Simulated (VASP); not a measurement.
**GaAsH3: single point with PBE**

The system is GaAsH3, a wire with vacuum.

```
Ga As H
1.0
    15.10000    0.00000    0.00000
     0.00000   16.90000    0.00000
     0.00000    0.00000    5.89666
Ga As H
4 4 12
Direct
  0.65519 0.50000 0.00000
  0.46255 0.50000 0.50000
  0.44483 0.31927 0.96018
  0.44483 0.68073 0.03982
  0.37339 0.59257 0.73820
  0.37339 0.40743 0.26180
  0.54371 0.58016 0.22262
  0.54371 0.41984 0.77738
  0.70221 0.55735 0.83104
  0.70221 0.44265 0.16896
  0.29641 0.54552 0.83504
  0.31949 0.64231 0.57448
  0.29641 0.45448 0.16496
  0.31949 0.35769 0.42552
  0.59820 0.63166 0.38200
  0.36766 0.29461 0.79840
  0.50221 0.26169 0.10538
  0.36766 0.70539 0.20160
  0.50221 0.73831 0.89462
  0.59820 0.36834 0.61800
```

| Item | Value |
| --- | --- |
| Program | VASP 6.6.1 |
| Task | single point |
| Functional | PBE |
| Potentials or basis | VASP PAW PBE potentials, release 64 (Ga_d, As, H) |
| Cutoff | 520 eV |
| k mesh | 1 × 1 × 10 |
| Occupations | gaussian, width 0.05 eV |
| Spin | no spin polarisation |
| Dipole correction | no |
| Further INCAR settings | LREAL = Auto; ALGO = Normal; EDIFF = 1e-06; NBANDS = 58 |

```yaml
Largest_force: 0.098 eV/Å
Band_gap_on_the_k_mesh: 3.78 eV, indirect (least direct gap 3.87 eV)
```

Forces on the atoms (eV/Å):
```
Ga   0.034  0.000  0.000
Ga   0.001  0.000  0.000
Ga   0.009 -0.040  0.001
Ga   0.009  0.040 -0.001
As   0.093  0.001  0.029
As   0.093 -0.001 -0.029
As  -0.036 -0.033 -0.055
As  -0.036  0.033  0.055
H   -0.012 -0.005  0.013
H   -0.012  0.005 -0.013
H   -0.074 -0.052  0.026
H   -0.050  0.053 -0.054
H   -0.074  0.052 -0.026
H   -0.050 -0.053  0.054
H    0.050  0.045  0.053
H    0.013  0.012  0.016
H   -0.010  0.013 -0.012
H    0.013 -0.012 -0.016
H   -0.010 -0.013  0.012
H    0.050 -0.045 -0.053
```

Levels at points of the mesh, in eV from the valence-band top:
| k point | band 40 | band 41 | band 42 | band 43 | band 44 | band 45 |
| --- | --- | --- | --- | --- | --- | --- |
| (0.00, 0.00, 0.00) | -0.21 | -0.01 | 0.00 | 3.87 | 4.05 | 4.24 |
| (0.00, 0.00, 0.50) | -0.32 | -0.22 | -0.18 | 3.78 | 4.08 | 4.26 |

Wall time 10 min on 1 thread of Intel(R) Xeon(R) 6975P-C (Granite Rapids), with other jobs on the host, peak memory 1.4 GiB.
